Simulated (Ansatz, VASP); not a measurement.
**Two plane-wave programs on Be3BiAs**

INCAR

```
SYSTEM = Be3BiAs
  PREC = Accurate
  ENCUT = 600
  EDIFF = 1E-6
  ISMEAR = 0
  SIGMA = 0.05
  LREAL = .False.
  LASPH = .True.
  NELM = 120
  ALGO = Normal
  ISIF = 2
  LWAVE = .False.
  LCHARG = .True.
  GGA = PE
  LELF = .True.
  LVHAR = .True.
  NBANDS = 21
  GGA_COMPAT = .False.
```

File KPOINTS:

```
Automatic mesh
0
Gamma
  4 4 4
  0 0 0
```

POSCAR

```
Be3BiAs
1.0
    4.6978609548      0.0000000000      0.0000000000
    0.0000000000      4.6978609548      0.0000000000
    0.0000000000      0.0000000000      4.6978609548
As Bi Be
1 1 3
Direct
    0.0000000000      0.0000000000      0.0000000000
    0.5000000000      0.5000000000      0.5000000000
    0.5000000000      0.5000000000      0.0000000000
    0.5000000000      0.0000000000      0.5000000000
    0.0000000000      0.5000000000      0.5000000000
```

Input for Ansatz:

```yaml
crystal:
  lattice:
    - [4.6978609548, 0.0, 0.0]
    - [0.0, 4.6978609548, 0.0]
    - [0.0, 0.0, 4.6978609548]
  atoms:
    - { symbol: As, position: [0.0, 0.0, 0.0] }
    - { symbol: Bi, position: [0.5, 0.5, 0.5] }
    - { symbol: Be, position: [0.5, 0.5, 0.0] }
    - { symbol: Be, position: [0.5, 0.0, 0.5] }
    - { symbol: Be, position: [0.0, 0.5, 0.5] }
basis:
  ecutwfc: 420
kpoints:
  mp_grid: { grid: [4, 4, 4] }
hamiltonian:
  xc: pbe
scf:
  occupations: { method: gaussian, width: 0.05 }
output:
  forces: true
  stress: true
  eigenvalues: true
```

Alike in both runs: task single point; functional PBE; k mesh 4 × 4 × 4; occupations gaussian, width 0.05 eV; no spin polarisation.

```csv
,VASP,Ansatz
version,VASP 6.6.1,Ansatz 0.2.0
potentials or method,"VASP PAW PBE potentials, release 64 (As, Bi_d, Be), cutoff 600 eV","scalar-relativistic, plane waves, PAW"
valence electrons in the cell,26,36
```

|  | VASP | Ansatz | Ansatz less VASP |
| --- | --- | --- | --- |
| gap on the k mesh at the Fermi level (eV) | none | none | - |
| pressure (GPa) | 0.0 | 0.0 | +0.03 |

A gap of «none» marks a metal or a gap that the smearing closes. VASP's potentials hold 26 valence electrons a cell and Ansatz's 36, so a difference there can come from the potentials and not from the codes.

Spin-orbit coupling is off throughout.
